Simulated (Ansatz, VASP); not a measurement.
## Two plane-wave programs on Ta

```
Ta
1.0
     0.00000    2.04273    2.04273
     2.04273    0.00000    2.04273
     2.04273    2.04273    0.00000
Ta
1
Direct
  0.00000 0.00000 0.00000
```

Alike in both runs: task single point; functional LDA; k mesh 15 × 15 × 15; occupations fermi-dirac, width 0.1 eV; no spin polarisation.

|  | VASP | Ansatz |
| --- | --- | --- |
| version | VASP 6.6.1 | Ansatz 0.2.0 |
| potentials or method | VASP PAW LDA potentials, release 64 (Ta_pv), cutoff 520 eV | plane waves (420 eV) with PAW, scalar-relativistic |
| valence electrons in the cell | 11 | 13 |

```tsv
	VASP	Ansatz	Ansatz less VASP
pressure (GPa)	10.3	9.4	-0.88
```

Ansatz warns that its potentials were made for another functional, while VASP's fit it. LDA's correlation is that of Perdew and Zunger in VASP and of Perdew and Wang (1992) in Ansatz. VASP's potentials hold 11 valence electrons a cell and Ansatz's 13, so a difference there can come from the potentials and not from the codes.

Neither program's run includes spin-orbit coupling.
